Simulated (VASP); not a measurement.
A run of VASP 6.6.1 is set up as follows.

The input INCAR:

```
  PREC = Accurate
  ENCUT = 520
  EDIFF = 1E-6
  ISMEAR = 0
  SIGMA = 0.05
  LREAL = False
  LASPH = True
  NELM = 150
  ALGO = Normal
  ISIF = 2
  LWAVE = False
  LCHARG = False
  ISPIN = 2
  MAGMOM = 0 0 0 0 2
  LORBIT = 11
  LDIPOL = True
  IDIPOL = 3
  DIPOL = 0.5 0.5 0.323
  GGA = PE
  IVDW = 12
  NBANDS = 34
```

KPOINTS

```
regular mesh
0
Gamma
  7 7 1
```

File POSCAR:

```
SiSn2O2
1.0
    3.8201711355      0.0000000000      0.0000000000
    0.0000000000      3.8201711355      0.0000000000
    0.0000000000      0.0000000000     17.8630357197
Sn O Si
2 2 1
Direct
    0.5000000000      0.0000000000      0.2239261043
    0.0000000000      0.5000000000      0.3562124501
    0.0000000000      0.0000000000      0.2900692772
    0.5000000000      0.5000000000      0.2900692772
    0.5000000000      1.0000000000      0.4545774284
```

Potentials or basis: VASP PAW PBE potentials, release 64 (Sn_d, O, Si).

Command:

```bash
$ cat potpaw_PBE.64/Sn_d/POTCAR potpaw_PBE.64/O/POTCAR potpaw_PBE.64/Si/POTCAR > POTCAR
$ mpirun -np 1 vasp_std > vasp.out
```

Task: Estimate the site moments.

Result: Sn +0.01; O +0.02; Si +0.18 μB.

Task: What does it give for the largest force?

Result: 0.490 eV/Å.

Forces in eV/Å, atoms in the order of the input:
```
Sn   0.000  0.000 -0.030
Sn   0.000  0.000  0.490
O    0.000  0.000 -0.221
O    0.000  0.000 -0.221
Si   0.000  0.000 -0.017
```

Caveat: a moment this small can come from the mesh or the smearing.
